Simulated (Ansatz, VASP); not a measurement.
ZnS in VASP and in Ansatz

File INCAR:

```
PREC     = Accurate       # precision mode
ENCUT    = 500            # plane-wave cutoff, eV
EDIFF    = 1E-6           # SCF threshold, eV
ISMEAR   = 0              # smearing method
SIGMA    = 0.05           # smearing width, eV
LREAL    = F              # projectors in reciprocal space
LASPH    = T              # aspherical terms in the spheres
NELM     = 120            # most SCF steps
ALGO     = Normal         # electronic algorithm
ISIF     = 2              # what is computed and relaxed
LWAVE    = F              # write WAVECAR
LCHARG   = F              # write CHGCAR
GGA      = PS             # functional
NBANDS   = 26             # bands
GGA_COMPAT= F
```

Contents of KPOINTS:

```
Automatic mesh
0
Gamma
  9 9 6
```

Contents of POSCAR:

```
ZnS
1.0
    3.9184069144      0.0000000000      0.0000000000
   -1.9592034572      3.3934399303      0.0000000000
    0.0000000000      0.0000000000      5.8969215411
Zn S
2 2
Direct
    0.3333333333      0.6666666667      0.0000000000
    0.6666666667      0.3333333333      0.5000000000
    0.3333333333      0.6666666667      0.3850000000
    0.6666666667      0.3333333333      0.8850000000
```

Input for Ansatz:

```yaml
crystal:
  lattice:
    - [3.9184069144, 0.0, 0.0]
    - [-1.9592034572, 3.3934399303, 0.0]
    - [0.0, 0.0, 5.8969215411]
  atoms:
    - { symbol: Zn, position: [0.3333333333, 0.6666666667, 0.0] }
    - { symbol: Zn, position: [0.6666666667, 0.3333333333, 0.5] }
    - { symbol: S, position: [0.3333333333, 0.6666666667, 0.385] }
    - { symbol: S, position: [0.6666666667, 0.3333333333, 0.885] }
basis:
  ecutwfc: 420
kpoints:
  mp_grid: { grid: [9, 9, 6] }
hamiltonian:
  xc: pbesol
scf:
  occupations: { method: gaussian, width: 0.05 }
output:
  forces: true
  stress: true
  eigenvalues: true
```

Alike in both runs: task single point; functional PBEsol; k mesh 9 × 9 × 6; occupations gaussian, width 0.05 eV; no spin polarisation.

|  | VASP | Ansatz |
| --- | --- | --- |
| version | VASP 6.6.1 | Ansatz 0.2.0 |
| potentials or method | VASP PAW PBE potentials, release 64 (Zn, S), cutoff 500 eV | scalar-relativistic, plane waves, PAW |
| valence electrons in the cell | 36 | 36 |

VASP gave:

| Item | Value |
| --- | --- |
| gap on the k mesh at the Fermi level (eV) | 1.99 |
| least direct gap on the mesh (eV) | 1.99 |
| pressure (GPa) | -0.9 |
| traceless stress, the component that is largest in VASP (GPa) | 6.50 |
| rms of the force components (eV/Å) | 0.145 |

Estimate Ansatz's values.

gap on the k mesh at the Fermi level (eV): 1.99; least direct gap on the mesh (eV): 1.99; pressure (GPa): -1.1; traceless stress, the component that is largest in VASP (GPa): 6.48; rms of the force components (eV/Å): 0.143.

VASP's potentials were made for PBE, not for PBEsol. Atom by atom the forces differ by 0.002 eV/Å (rms over components).
